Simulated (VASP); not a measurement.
Wanted: the native input for a VASP 6.6.1 run.

| Property | Result |
| --- | --- |
| Task | single point |
| Functional | PBE |
| Potentials or basis | VASP PAW PBE potentials, release 64 (In_d, O) |
| Cutoff | 520 eV |
| k mesh | 4 × 4 × 4 |
| Occupations | gaussian, width 0.1 eV |
| Spin | collinear spin, ferromagnetic start |
| Starting moments | [0.0, 0.0, 0.0, 0.0, 1.0] μB |
| Dipole correction | no |
| Further INCAR settings | ALGO = Normal; EDIFF = 1e-06; NBANDS = 41 |

The structure of In4O lies in POSCAR:

```
In4O
1.0
   -3.2593506805      3.2593506805      3.2593506805
    3.2593506805     -3.2593506805      3.2593506805
    3.2593506805      3.2593506805     -3.2593506805
In O
4 1
Direct
    0.4013676457      0.4013676457      0.4013676457
    0.5986323543      0.0000000000      0.0000000000
    0.0000000000      0.0000000000      0.5986323543
    0.0000000000      0.5986323543      0.0000000000
    0.0000000000      0.0000000000      0.0000000000
```

The cell was built from a structure type or drawn by symmetry, and may not be a known phase.

These files were run (other wordings do the same):

INCAR

```
PREC = Accurate
ENCUT = 520
EDIFF = 1E-6
ISMEAR = 0
SIGMA = 0.1
LREAL = False
LASPH = True
NELM = 150
ALGO = Normal
ISIF = 2
LWAVE = False
LCHARG = False
ISPIN = 2
MAGMOM = 0 0 0 0 1
LORBIT = 11
GGA = PE
NBANDS = 41
```

KPOINTS

```
regular mesh
0
Gamma
  4 4 4
```

Potentials or basis: VASP PAW PBE potentials, release 64 (In_d, O).

Command:

```sh
$ cat potpaw_PBE.64/In_d/POTCAR potpaw_PBE.64/O/POTCAR > POTCAR
$ mpirun -np 1 vasp_std > vasp.out
```

Results of the run:

The pressure is -0.2 GPa, the band gap on the k mesh is zero (filled and empty bands overlap) and the net moment is -0.03 μB per cell. The valence electrons inside the program's atomic spheres are In 11.29; O 4.94.

Caveat: spin-orbit coupling is left out, which moves the levels of the heavy elements.

Wall time 2.7 min on 1 thread of Intel(R) Xeon(R) Platinum 8488C (Sapphire Rapids), on a shared host, peak memory 0.33 GiB.
